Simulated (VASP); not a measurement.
# Zn (Fm-3m) in VASP: a series of runs, part 2 of 2

VASP 6.6.1. Earlier steps stand in the parts before.

## Step 6: Single point, r2SCAN

This run uses another cell than the first one, of 15.76 Å³/atom, 1.061 times its volume.

POSCAR reads:

```
Zn
1.0
    0.0000000000      1.9898975966      1.9898975966
    1.9898975966      0.0000000000      1.9898975966
    1.9898975966      1.9898975966      0.0000000000
Zn
1
Direct
    0.0000000000      0.0000000000      0.0000000000
```

INCAR.step1 reads:

```
SYSTEM = Zn
  ALGO = Normal
  EDIFF = 1E-4
  ENCUT = 520
  GGA = PE
  ISMEAR = -1
  LASPH = .TRUE.
  LCHARG = .FALSE.
  LREAL = .FALSE.
  LWAVE = .TRUE.
  NBANDS = 12
  NELM = 80
  PREC = Accurate
  SIGMA = 0.1
```

INCAR.step2 reads:

```
SYSTEM = Zn
  ALGO = Normal
  EDIFF = 1E-6
  ENCUT = 520
  ISIF = 2
  ISMEAR = -1
  ISTART = 1
  LASPH = .TRUE.
  LCHARG = .TRUE.
  LELF = .TRUE.
  LMIXTAU = .TRUE.
  LREAL = .FALSE.
  LVHAR = .TRUE.
  LWAVE = .FALSE.
  METAGGA = R2SCAN
  NBANDS = 12
  NELM = 80
  PREC = Accurate
  SIGMA = 0.1
```

KPOINTS reads:

```
k-points
0
G
  15 15 15
  0 0 0
```

Potentials or basis: VASP PAW PBE potentials, release 64 (Zn).

On the command line:

```
$ cat potpaw_PBE.64/Zn/POTCAR > POTCAR
$ cp INCAR.step1 INCAR
$ mpirun -np 1 vasp_std > vasp.out
$ cp INCAR.step2 INCAR
$ mpirun -np 1 vasp_std > vasp.out
```

OUTCAR:

```text
SYSTEM = Zn
   EDIFF = 1E-6
   ENCUT = 520
   ISIF = 2
   ISMEAR = -1
   ISTART = 1
   LASPH = .TRUE.
   LREAL = .FALSE.
   METAGGA = R2SCAN
   NELM = 80
   PREC = Accurate

 ion  position               nearest neighbor table
   1  0.000  0.000  0.000-

  LATTYP: Found a face centered cubic cell.
 ALAT       =     3.9797951932

  Lattice vectors:

 A1 = (   0.0000000000,   1.9898975966,   1.9898975966)
 A2 = (   1.9898975966,   0.0000000000,   1.9898975966)
 A3 = (   1.9898975966,   1.9898975966,   0.0000000000)

Analysis of symmetry for initial positions (statically):
=====================================================================
 Subroutine PRICEL returns:
 Original cell was already a primitive cell.

 Routine SETGRP: Setting up the symmetry group for a
 face centered cubic supercell.

 Subroutine GETGRP returns: Found 48 space group operations
 (whereof 48 operations were pure point group operations)
 out of a pool of 48 trial point group operations.

The static configuration has the point symmetry O_h .

Analysis of symmetry for dynamics (positions and initial velocities):
=====================================================================
 Subroutine PRICEL returns:
 Original cell was already a primitive cell.

 Routine SETGRP: Setting up the symmetry group for a
 face centered cubic supercell.

 Subroutine GETGRP returns: Found 48 space group operations
 (whereof 48 operations were pure point group operations)
 out of a pool of 48 trial point group operations.

The dynamic configuration has the point symmetry O_h .

 Subroutine INISYM returns: Found 48 space group operations
 (whereof 48 operations are pure point group operations),
 and found     1 'primitive' translations

----------------------------------------------------------------------------------------

                                     Primitive cell

  volume of cell :      15.7588

  direct lattice vectors                    reciprocal lattice vectors
     0.000000000  1.989897597  1.989897597    -0.251269211  0.251269211  0.251269211
     1.989897597  0.000000000  1.989897597     0.251269211 -0.251269211  0.251269211
     1.989897597  1.989897597  0.000000000     0.251269211  0.251269211 -0.251269211

  length of vectors
     2.814140169  2.814140169  2.814140169     0.435211041  0.435211041  0.435211041

  position of ions in fractional coordinates (direct lattice)
     0.000000000  0.000000000  0.000000000

  ion indices of the primitive-cell ions
   primitive index   ion index
                 1           1

----------------------------------------------------------------------------------------

 KPOINTS: k-points

Automatic generation of k-mesh.
 Grid dimensions read from file:
 generate k-points for:   15   15   15

 Generating k-lattice:

  Cartesian coordinates                     Fractional coordinates (reciprocal lattice)
    -0.016751281  0.016751281  0.016751281     0.066666667  0.000000000  0.000000000
     0.016751281 -0.016751281  0.016751281     0.000000000  0.066666667  0.000000000
     0.016751281  0.016751281 -0.016751281     0.000000000  0.000000000  0.066666667

  Length of vectors
     0.029014069  0.029014069  0.029014069

  Shift w.r.t. Gamma in fractional coordinates (k-lattice)
     0.000000000  0.000000000  0.000000000

 Subroutine IBZKPT returns following result:
 ===========================================

 Found    120 irreducible k-points:

 Following reciprocal coordinates:
            Coordinates               Weight
  0.000000  0.000000  0.000000      1.000000
  0.066667  0.000000  0.000000      8.000000
  0.133333  0.000000  0.000000      8.000000
  0.200000  0.000000  0.000000      8.000000
  0.266667  0.000000  0.000000      8.000000
  0.333333  0.000000  0.000000      8.000000
[... 16 lines left out ...]
  0.133333  0.133333  0.000000      6.000000
  0.200000  0.133333  0.000000     24.000000
 [... further k-points ...]
   k-points           NKPTS =    120   k-points in BZ     NKDIM =    120   number of bands    NBANDS=     12
   number of dos      NEDOS =    301   number of ions     NIONS =      1
   total plane-waves  NPLWV =  13824
   dimension x,y,z NGX =    24 NGY =   24 NGZ =   24
   dimension x,y,z NGXF=    48 NGYF=   48 NGZF=   48
   ions per type =               1
   NGX,Y,Z   is equivalent  to a cutoff of  14.18, 14.18, 14.18 a.u.
   NGXF,Y,Z  is equivalent  to a cutoff of  28.36, 28.36, 28.36 a.u.
 SYSTEM =  Zn
   PREC   = accura    normal or accurate (medium, high low for compatibility)
   ISTART =      1    job   : 0-new  1-cont  2-samecut
   ICHARG =      0    charge: 1-file 2-atom 10-const
   ISPIN  =      1    spin polarized calculation?
   LNONCOLLINEAR =      F non collinear calculations
   LSORBIT =      F    spin-orbit coupling
   LASPH  =      T    aspherical Exc in radial PAW
   ENCUT  =  520.0 eV  38.22 Ry    6.18 a.u.   5.23  5.23  5.23*2*pi/ulx,y,z
   NELM   =     80;   NELMIN=  2; NELMDL=  0     # of ELM steps
   EDIFF  = 0.1E-05   stopping-criterion for ELM
   LREAL  =      F    real-space projection
   EDIFFG = 0.1E-04   stopping-criterion for IOM
   NSW    =      0    number of steps for IOM
   IBRION =     -1    ionic relax: 0-MD 1-quasi-New 2-CG
   NFREE  =      0    steps in history (QN), initial steepest desc. (CG)
   ISIF   =      2    stress and relaxation
   ISYM   =      2    0-nonsym 1-usesym 2-fastsym
   POTIM  = 0.5000    time-step for ionic-motion
   TEBEG  =    0.0;   TEEND  =   0.0 temperature during run
   PSTRESS=    0.0 pullay stress
   NELECT =      12.0000    total number of electrons
   NUPDOWN=      -1.0000    fix difference up-down
   EMIN   =  10.00;   EMAX   =-10.00  energy-range for DOS
   EFERMI =   0.00;   METHOD = LEGACY
   ISMEAR =    -1;   SIGMA  =   0.10  broadening in eV -4-tet -1-fermi 0-gaus
   EFERMI_NEDOS =   21; number of points for ismear=-14 and -15
   IALGO  =     38    algorithm
   IMIX   =      4    mixing-type and parameters
     AMIX     =   0.40;   BMIX     =  1.00
     AMIX_MAG =   1.60;   BMIX_MAG =  1.00
  volume/ion in A,a.u.               =      15.76       106.35
  Fermi-wavevector in a.u.,A,eV,Ry     =   1.494954  2.825054 30.407493  2.234888
  Thomas-Fermi vector in A             =   2.607161
   LORBIT       =      0    0 simple, 1 ext, 2 COOP (PROOUT), +10 PAW based schemes
   METAGGA = R2SCAN    functional components
   LHFCALC =     F    Hartree Fock is set to
   AEXX    =    0.0000 exact exchange contribution
   IVDW    =     0    specifies the selected vdW correction
   LEPSILON=     F    determine dielectric tensor
   LRPA    =     F    only Hartree local field effects (RPA)
 non-spin polarized calculation
  energy-cutoff  :      520.00
  volume of cell :       15.76
 maximum number of plane-waves:       440
 NGX is ok and might be reduce to    24
   NGX = 11   NGY = 11   NGZ = 11

 number of electron      11.9999995 magnetization

 Free energy of the ion-electron system (eV)
  ---------------------------------------------------
  ext. energy  EPLUGINS =         0.00000000
  ---------------------------------------------------
  free energy    TOTEN  =        -8.84006973 eV

  energy without entropy =       -8.83002980  energy(sigma->0) =       -8.83504977

 E-fermi :   2.6644     XC(G=0): -12.4468

 val. band max:        2.6171108770   @ k =   0.4667   0.0667   0.0000
 cond. band min:       2.7613299519   @ k =  -0.3333   0.4000   0.2000
 fundamental gap:      0.1442190748
 Fermi energy:         2.6643720738

 k-point     1 :       0.0000    0.0000    0.0000
  band No.  band energies     occupation
      1      -7.8320      2.00000
      2      -5.1535      2.00000
      3      -5.1535      2.00000
      4      -5.1535      2.00000
      5      -4.7947      2.00000
      6      -4.7947      2.00000
      7      21.4954      0.00000
      8      21.4955      0.00000
      9      21.4955      0.00000
     10      22.1099      0.00000
     11      24.0471      0.00000
     12      24.0471      0.00000
[... 331 lines left out ...]
 k-point    24 :       0.2000    0.1333    0.0000
  band No.  band energies     occupation
      1      -6.6553      2.00000
      2      -5.2951      2.00000
      3      -5.0191      2.00000
      4      -5.0078      2.00000
      5      -4.8500      2.00000
      6      -4.7282      2.00000
      7      14.9909      0.00000
      8      16.7922      0.00000
      9      18.6929      0.00000
     10      20.3901      0.00000
     11      21.2935      0.00000
     12      28.5527      0.00000

 [... further k-points ...]

------------------------ aborting loop because EDIFF is reached ----------------------------------------

  FORCE on cell =-STRESS in cart. coord.  units (eV):
  Direction    XX          YY          ZZ          XY          YZ          ZX
  --------------------------------------------------------------------------------------
  -------------------------------------------------------------------------------------
  Total       -0.6236666     -0.6236666     -0.6236666      0.0000000      0.0000000      0.0000000
  in kB      -63.4075394    -63.4075394    -63.4075394      0.0000000      0.0000000      0.0000000
  external PRESSURE =     -63.4075394 kB  Pullay stress =       0.0000000 kB

 VOLUME and BASIS-vectors are now :
 -----------------------------------------------------------------------------
  energy-cutoff  :      520.00
  volume of cell :       15.76
      direct lattice vectors                 reciprocal lattice vectors
     0.000000000  1.989897597  1.989897597    -0.251269211  0.251269211  0.251269211
     1.989897597  0.000000000  1.989897597     0.251269211 -0.251269211  0.251269211
     1.989897597  1.989897597  0.000000000     0.251269211  0.251269211 -0.251269211

 POSITION                                       TOTAL-FORCE (eV/Angst)
 -----------------------------------------------------------------------------------
      0.00000      0.00000      0.00000         0.000000      0.000000      0.000000
 -----------------------------------------------------------------------------------
    total drift:                                0.000000      0.000000     -0.000000

  FREE ENERGIE OF THE ION-ELECTRON SYSTEM (eV)
  ---------------------------------------------------
  free  energy   TOTEN  =        -8.8400697285 eV

  energy  without entropy=       -8.8300298042  energy(sigma->0) =       -8.83504977
```

It took 33 s on 1 thread of Intel Xeon 6975P-C (Granite Rapids), shared host; peak memory 0.15 GiB.

What came out:

```
Free energy            : -8.8401 eV
Pressure               : -6.3 GPa
Band gap on the k mesh : zero (band 6 reaches 4.55 eV, above the bottom of band 7 at 1.43 eV)
```

Caveat: the PAW data sets were made with another functional, which shifts forces and pressure a little.

## Step 7: Summary

| cell | gap on the mesh (eV) | pressure (GPa) |
| --- | --- | --- |
| a = 2.759 Å, angles 60.0°, 1 atom | none | -2.7 |
| a = 2.787 Å, angles 60.0°, 1 atom | none | -4.7 |
| a = 2.814 Å, angles 60.0°, 1 atom | none | -6.3 |

Alike in all rows: task single point; level r2SCAN; potentials or basis VASP PAW PBE potentials, release 64 (Zn); no spin polarisation; k mesh 15 × 15 × 15; cutoff (eV) 520; smearing fermi-dirac 0.1 eV.

Caveats: the PAW data sets were made with another functional, which shifts forces and pressure a little.

Total energies depend on the potentials used, so only differences within one code and one set of settings carry meaning.
